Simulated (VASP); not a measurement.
Input of a VASP 6.6.1 run:

The input POSCAR:

```
Pt
1.0
    0.0000000000      2.1292162500      1.9579000000
    2.1292162500      0.0000000000      1.9579000000
    2.1292162500      2.1292162500      0.0000000000
Pt
1
Direct
    0.0000000000      0.0000000000      0.0000000000
```

INCAR.step1

```
PREC = Accurate
ENCUT = 520
ISMEAR = 0
SIGMA = 0.15
LREAL = False
LASPH = True
NELM = 80
NBANDS = 11
GGA = PE
ALGO = Normal
EDIFF = 1E-4
LWAVE = True
LCHARG = False
```

The input INCAR.step2:

```
PREC = Accurate
ENCUT = 520
EDIFF = 1E-6
ISMEAR = 0
SIGMA = 0.15
LREAL = False
LASPH = True
NELM = 80
ALGO = Normal
ISIF = 2
LWAVE = False
LCHARG = True
METAGGA = R2SCAN
LMIXTAU = True
LELF = True
LVHAR = True
NBANDS = 11
ISTART = 1
```

The input KPOINTS:

```
Automatic mesh
0
Gamma
  20 20 20
```

Potentials or basis: VASP PAW PBE potentials, release 64 (Pt).

The run is started by

```bash
$ cat potpaw_PBE.64/Pt/POTCAR > POTCAR
$ cp INCAR.step1 INCAR
$ mpirun -np 1 vasp_std > vasp.out
$ cp INCAR.step2 INCAR
$ mpirun -np 1 vasp_std > vasp.out
```

Task: Estimate the pressure.

Result: -26.1 GPa.

Task: What does it give for the band gap on the k mesh?

Result: Zero (band 5 reaches 8.78 eV, above the bottom of band 6 at 6.68 eV).

Stress tensor (GPa, compression positive):
```
-26.74   0.00   0.00
  0.00 -26.74   0.00
  0.00   0.00 -24.85
```

Caveat: the cell differs from its parent crystal (strain +0.0875 x Voigt [1, 1, 0, 0, 0, 0]); the PAW data sets were made with another functional, which shifts forces and pressure a little; spin-orbit coupling is left out, which moves the levels of the heavy elements.
